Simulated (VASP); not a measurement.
# MgO (P6_3mc) in VASP: relaxation of cell and atoms with r2SCAN

Aim: the relaxation of cell and atoms of MgO with r2SCAN.

All numbers are computed with VASP 6.6.1; they aren't measurements. Logs are shortened: lines on timing, memory, paths and dates and some standing lists are left out, and cuts for length are marked.

### Step 1. The cell of the first run

Symmetry: P6_3mc, No. 186, hexagonal system. Conventional cell: a = 3.280 Å, b = 3.280 Å, c = 10.512 Å, α = 90.00°, β = 90.00°, γ = 120.00°. Within 2.6 Å of Mg (site symmetry 3m) lie 4 O at 1.99 to 2.01 Å. Mg (site symmetry 3m) has 4 O at 1.99 to 2.00 Å within 2.6 Å. Within 2.6 Å of O (site symmetry 3m) lie 4 Mg at 2.00 to 2.01 Å. O (site symmetry 3m) has 4 Mg at 1.99 Å within 2.6 Å.

### Step 2. Relaxation of cell and atoms, r2SCAN

POSCAR

```
MgO
1.0
    3.2800605957      0.0000000000      0.0000000000
   -1.6400302979      2.8406158018      0.0000000000
    0.0000000000      0.0000000000     10.5119056793
Mg O
4 4
Direct
    0.0000000000      0.0000000000     -0.0020573946
    0.3333333333      0.6666666667      0.2492670202
    0.0000000000      0.0000000000      0.4979426054
    0.6666666667      0.3333333333      0.7492670202
    0.0000000000      0.0000000000      0.1891009236
    0.3333333333      0.6666666667      0.4386894508
    0.0000000000      0.0000000000      0.6891009236
    0.6666666667      0.3333333333      0.9386894508
```

INCAR.step1

```
ALGO = Normal
EDIFF = 1E-4
ENCUT = 600
GGA = PE
ISMEAR = -1
LASPH = T
LCHARG = F
LREAL = F
LWAVE = T
NELM = 80
PREC = Accurate
SIGMA = 0.02
```

INCAR.step2

```
ALGO = Normal
EDIFF = 1E-6
EDIFFG = -0.005
ENCUT = 600
IBRION = 2
ISIF = 3
ISMEAR = -1
ISTART = 1
LASPH = T
LCHARG = F
LMIXTAU = T
LREAL = F
LWAVE = F
METAGGA = R2SCAN
NELM = 80
NSW = 80
PREC = Accurate
SIGMA = 0.02
```

KPOINTS

```
k-points
0
Gamma
  12 12 2
```

Potentials or basis: VASP PAW PBE potentials, release 64 (Mg, O).

Command:

```console
cat potpaw_PBE.64/Mg/POTCAR potpaw_PBE.64/O/POTCAR > POTCAR
cp INCAR.step1 INCAR
mpirun -np 1 vasp_std > vasp.out
cp INCAR.step2 INCAR
mpirun -np 1 vasp_std > vasp.out
```

OUTCAR:

```text
EDIFF = 1E-6
   EDIFFG = -0.005
   ENCUT = 600
   IBRION = 2
   ISIF = 3
   ISMEAR = -1
   ISTART = 1
   LASPH = T
   LREAL = F
   METAGGA = R2SCAN
   NELM = 80
   NSW = 80
   PREC = Accurate

 ion  position               nearest neighbor table
   1  0.000  0.000  0.998-   8 1.99   8 1.99   8 1.99   5 2.01   4 3.23   4 3.23   4 3.23   2 3.25
                             2 3.25   2 3.25
   2  0.333  0.667  0.249-   6 1.99   5 2.00   5 2.00   5 2.00   3 3.23   3 3.23   3 3.23   1 3.25
                             1 3.25   1 3.25
   3  0.000  0.000  0.498-   6 1.99   6 1.99   6 1.99   7 2.01   2 3.23   2 3.23   2 3.23   4 3.25
                             4 3.25   4 3.25
   4  0.667  0.333  0.749-   8 1.99   7 2.00   7 2.00   7 2.00   1 3.23   1 3.23   1 3.23   3 3.25
                             3 3.25   3 3.25
   5  0.000  0.000  0.189-   2 2.00   2 2.00   2 2.00   1 2.01
   6  0.333  0.667  0.439-   2 1.99   3 1.99   3 1.99   3 1.99
   7  0.000  0.000  0.689-   4 2.00   4 2.00   4 2.00   3 2.01
   8  0.667  0.333  0.939-   4 1.99   1 1.99   1 1.99   1 1.99

  LATTYP: Found a hexagonal cell.
 ALAT       =     3.2800605957
 C/A-ratio  =     3.2047900862

  Lattice vectors:

 A1 = (   3.2800605957,   0.0000000000,   0.0000000000)
 A2 = (  -1.6400302979,   2.8406158018,   0.0000000000)
 A3 = (   0.0000000000,   0.0000000000,  10.5119056793)

Analysis of symmetry for initial positions (statically):
=====================================================================
 Subroutine PRICEL returns:
 Original cell was already a primitive cell.

 Routine SETGRP: Setting up the symmetry group for a
 hexagonal supercell.

 Subroutine GETGRP returns: Found 12 space group operations
 (whereof  6 operations were pure point group operations)
 out of a pool of 24 trial point group operations.

The static configuration has the point symmetry C_3v.
 The point group associated with its full space group is C_6v.

Analysis of symmetry for dynamics (positions and initial velocities):
=====================================================================
 Subroutine PRICEL returns:
 Original cell was already a primitive cell.

 Routine SETGRP: Setting up the symmetry group for a
 hexagonal supercell.

 Subroutine GETGRP returns: Found 12 space group operations
 (whereof  6 operations were pure point group operations)
 out of a pool of 24 trial point group operations.

[... 118 lines left out ...]
   NFREE  =      1    steps in history (QN), initial steepest desc. (CG)
   ISIF   =      3    stress and relaxation
   ISYM   =      2    0-nonsym 1-usesym 2-fastsym
   POTIM  = 0.5000    time-step for ionic-motion
   TEBEG  =    0.0;   TEEND  =   0.0 temperature during run
   PSTRESS=    0.0 pullay stress
   NELECT =      32.0000    total number of electrons
   NUPDOWN=      -1.0000    fix difference up-down
   EMIN   =  10.00;   EMAX   =-10.00  energy-range for DOS
   EFERMI =   0.00;   METHOD = LEGACY
   ISMEAR =    -1;   SIGMA  =   0.02  broadening in eV -4-tet -1-fermi 0-gaus
   EFERMI_NEDOS =   21; number of points for ismear=-14 and -15
   IALGO  =     38    algorithm
   IMIX   =      4    mixing-type and parameters
     AMIX     =   0.40;   BMIX     =  1.00
     AMIX_MAG =   1.60;   BMIX_MAG =  1.00
  volume/ion in A,a.u.               =      12.24        82.62
  Fermi-wavevector in a.u.,A,eV,Ry     =   1.127542  2.130746 17.297792  1.271352
  Thomas-Fermi vector in A             =   2.264229
   LORBIT       =      0    0 simple, 1 ext, 2 COOP (PROOUT), +10 PAW based schemes
   METAGGA = R2SCAN    functional components
   LHFCALC =     F    Hartree Fock is set to
   AEXX    =    0.0000 exact exchange contribution
   IVDW    =     0    specifies the selected vdW correction
   LEPSILON=     F    determine dielectric tensor
   LRPA    =     F    only Hartree local field effects (RPA)
 conjugate gradient relaxation of ions
 non-spin polarized calculation
  energy-cutoff  :      600.00
  volume of cell :       97.94
 maximum number of plane-waves:      3318
 NGX is ok and might be reduce to    28
   NGX = 13   NGY = 13   NGZ = 41

--------------------------------------- Ionic step        1  -------------------------------------------

 number of electron      32.0000003 magnetization

 Free energy of the ion-electron system (eV)
  ---------------------------------------------------
  ext. energy  EPLUGINS =         0.00000000
  ---------------------------------------------------
  free energy    TOTEN  =       -63.51226543 eV

  energy without entropy =      -63.51226543  energy(sigma->0) =      -63.51226543

------------------------ aborting loop because EDIFF is reached ----------------------------------------

  FORCE on cell =-STRESS in cart. coord.  units (eV):
  Direction    XX          YY          ZZ          XY          YZ          ZX
  --------------------------------------------------------------------------------------
  -------------------------------------------------------------------------------------
  Total       -2.7598491     -2.7598491     -2.6978121      0.0000000      0.0000000     -0.0000000
  in kB      -45.1460859    -45.1460859    -44.1312742      0.0000000      0.0000000     -0.0000000
  external PRESSURE =     -44.8078153 kB  Pullay stress =       0.0000000 kB
[... 323 lines left out ...]
--------------------------------------- Ionic step        9  -------------------------------------------

 number of electron      32.0000001 magnetization

 Free energy of the ion-electron system (eV)
  ---------------------------------------------------
  ext. energy  EPLUGINS =         0.00000000
  ---------------------------------------------------
  free energy    TOTEN  =       -63.56455082 eV

  energy without entropy =      -63.56455082  energy(sigma->0) =      -63.56455082

 E-fermi :   0.9399     XC(G=0): -10.1996

 val. band max:        0.4798903593   @ k =   0.0000   0.0000   0.0000
 cond. band min:       4.8119152180   @ k =   0.0000   0.0000   0.0000
 fundamental gap:      4.3320248586
 Fermi energy:         0.9398568841

 k-point     1 :       0.0000    0.0000    0.0000
  band No.  band energies     occupation
      1     -16.4699      2.00000
      2     -16.1460      2.00000
      3     -16.1328      2.00000
      4     -15.7832      2.00000
      5      -2.6231      2.00000
      6      -1.4143      2.00000
[... 565 lines left out ...]
     20       9.1966      0.00000
     21      12.1488      0.00000

 [... further k-points ...]

------------------------ aborting loop because EDIFF is reached ----------------------------------------

  FORCE on cell =-STRESS in cart. coord.  units (eV):
  Direction    XX          YY          ZZ          XY          YZ          ZX
  --------------------------------------------------------------------------------------
  -------------------------------------------------------------------------------------
  Total        0.0082262      0.0082262     -0.0046956     -0.0000000     -0.0000000      0.0000000
  in kB        0.1397133      0.1397133     -0.0797505     -0.0000000     -0.0000000      0.0000000
  external PRESSURE =       0.0665587 kB  Pullay stress =       0.0000000 kB
[... 23 lines left out ...]
  FREE ENERGIE OF THE ION-ELECTRON SYSTEM (eV)
  ---------------------------------------------------
  free  energy   TOTEN  =       -63.5645508167 eV

  energy  without entropy=      -63.5645508167  energy(sigma->0) =      -63.56455082

 reached required accuracy - stopping structural energy minimisation
```

OUTCAR.step1:

```text
EDIFF = 1E-4
   ENCUT = 600
   GGA = PE
   ISMEAR = -1
   LASPH = T
[... 826 lines left out ...]
      0.00000      0.00000      1.98781         0.000000     -0.000000     -0.001869
     -0.00000      1.89374      4.61146         0.000000     -0.000000      0.002659
      0.00000      0.00000      7.24376         0.000000     -0.000000     -0.001869
      1.64003      0.94687      9.86741        -0.000000     -0.000000      0.002659
 -----------------------------------------------------------------------------------
    total drift:                                0.000000      0.000000      0.000196

  FREE ENERGIE OF THE ION-ELECTRON SYSTEM (eV)
  ---------------------------------------------------
  free  energy   TOTEN  =       -46.9320025612 eV

  energy  without entropy=      -46.9320025612  energy(sigma->0) =      -46.93200256
```

It took 58 min on 1 thread of Intel Xeon 8259CL, shared host; peak memory 0.33 GiB.

What came out:

```
Free energy                           : -63.5646 eV
Relaxed volume                        : 11.79 Å³/atom
Relaxed cell                          : a = 3.240 Å, b = 3.240 Å, c = 10.377 Å, α = 90.00°, β = 90.00°, γ = 120.00°
Space group after relaxing (to 0.1 Å) : P6_3mc (No. 186)
Energy gained by relaxing             : 6.5 meV/atom
Ionic steps                           : 9
Pressure after relaxing               : 0.0 GPa
Largest force after relaxing          : 0.005 eV/Å
Band gap on the k mesh                : 4.33 eV
```

Forces on the atoms (eV/Å):
```
Mg   0.000  0.000 -0.004
Mg   0.000  0.000  0.000
Mg   0.000  0.000 -0.004
Mg   0.000  0.000  0.000
O    0.000  0.000  0.005
O    0.000  0.000 -0.001
O    0.000  0.000  0.005
O    0.000  0.000 -0.001
```

The path:
```tsv
step	energy change (eV)	largest force (eV/Å)	pressure (GPa)	volume (Å³)
1	0.0000	0.0148	-4.48	97.94
2	-0.0462	0.0176	1.67	93.17
3	-0.0522	0.0105	0.02	94.33
4	-0.0522	0.0102	-0.08	94.41
5	-0.0522	0.0089	-0.08	94.40
6	-0.0522	0.0143	-0.08	94.40
7	-0.0523	0.0096	-0.08	94.40
8	-0.0523	0.0053	0.00	94.34
9	-0.0523	0.0049	0.01	94.33
```

Final structure:
```
Mg O
1.0
     3.23986    0.00000    0.00000
    -1.61993    2.80580    0.00000
     0.00000    0.00000   10.37736
Mg O
4 4
Direct
  0.00000 0.00000 0.99791
  0.33333 0.66667 0.24924
  0.00000 0.00000 0.49791
  0.66667 0.33333 0.74924
  0.00000 0.00000 0.18907
  0.33333 0.66667 0.43877
  0.00000 0.00000 0.68907
  0.66667 0.33333 0.93877
```

Levels at points of the mesh, in eV from the valence-band top:
```tsv
k point	band 13	band 14	band 15	band 16	band 17	band 18	band 19	band 20
(0.00, 0.00, 0.00)	-0.23	-0.12	-0.12	0.00	4.33	6.70	6.80	9.60
(0.50, 0.00, 0.00)	-0.60	-0.58	-0.31	-0.28	7.49	7.84	9.17	9.41
(0.00, 0.00, 0.50)	-0.16	-0.16	-0.16	-0.16	5.15	5.15	8.41	8.41
(0.50, 0.00, 0.50)	-0.56	-0.56	-0.38	-0.38	7.74	7.74	9.09	9.09
```

Caveat: the PAW data sets were made with another functional, which shifts forces and pressure a little.
